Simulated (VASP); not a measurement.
Wanted: the native input for a VASP 6.6.1 run.

- Task: single point
- Functional: PBE
- Potentials or basis: VASP PAW PBE potentials, release 64 (Si, O)
- Cutoff: 520 eV
- k mesh: 1 × 1 × 1, shifted
- Occupations: gaussian, width 0.1 eV
- Spin: no spin polarisation
- Dipole correction: no
- Further INCAR settings: LREAL = Auto; ALGO = Normal; EDIFF = 1e-06; NBANDS = 63; ISYM = 0

The structure of SiO2 lies in POSCAR:

```
SiO2
1.0
    6.0460726190     -0.0654365891      0.5751860056
   -0.0756842807      6.6033843729      0.0008732872
    0.5508494497      0.0336294232      7.1026112021
Si O
6 12
Direct
    0.3530891295      0.5899860972      1.0096899263
    0.0615999485      0.2525936185      0.8454464995
    0.2688294551      0.9143245735      0.3211633684
    0.6474399225      0.2517649890      0.1610716511
    0.8581494736      0.1753007213      0.4987731507
    0.4295081262      0.9227210395      0.7016767163
    0.2315904356      0.7229880105      0.1875359480
    0.7472920692      0.3173071159      0.3528631345
    0.3365455781      0.8292372690      0.5181173051
    0.4634909890      0.0682183906      0.2125000579
    0.8463316911      0.1710223199     -0.0025501367
    0.1637260876      0.4549086212     -0.0706571609
    0.0331343833      0.0294664394      0.3681709884
    0.6650538768      0.0413972718      0.6316695533
    0.5377746160      0.4483174862      0.0806519482
    0.2468560021      0.0758981969      0.8158199333
    0.4770968027      0.7396525146      0.8405511344
    0.9866667271      0.3095193916      0.6411863773
```

The input as run:

INCAR

```
  PREC = Accurate
  ENCUT = 520
  EDIFF = 1E-6
  ISMEAR = 0
  SIGMA = 0.1
  LREAL = Auto
  LASPH = T
  NELM = 80
  ALGO = Normal
  ISIF = 2
  LWAVE = F
  LCHARG = F
  GGA = PE
  ISYM = 0
  NBANDS = 63
```

KPOINTS

```
Automatic mesh
0
Gamma
  1 1 1
  0.25 0.25 0.25
```

Potentials or basis: VASP PAW PBE potentials, release 64 (Si, O).

The run is started by

```console
$ cat potpaw_PBE.64/Si/POTCAR potpaw_PBE.64/O/POTCAR > POTCAR
$ mpirun -np 1 vasp_std > vasp.out
```

Results of the run:

The pressure is 0.2 GPa. The largest force is 0.043 eV/Å and the band gap on the k mesh is 6.61 eV.

Caveat: the k points lie up to 1.05 Å⁻¹ apart.

Run time: 22 s on 1 thread of Intel(R) Xeon(R) 6975P-C (Granite Rapids), on a shared host, peak memory 0.3 GiB.
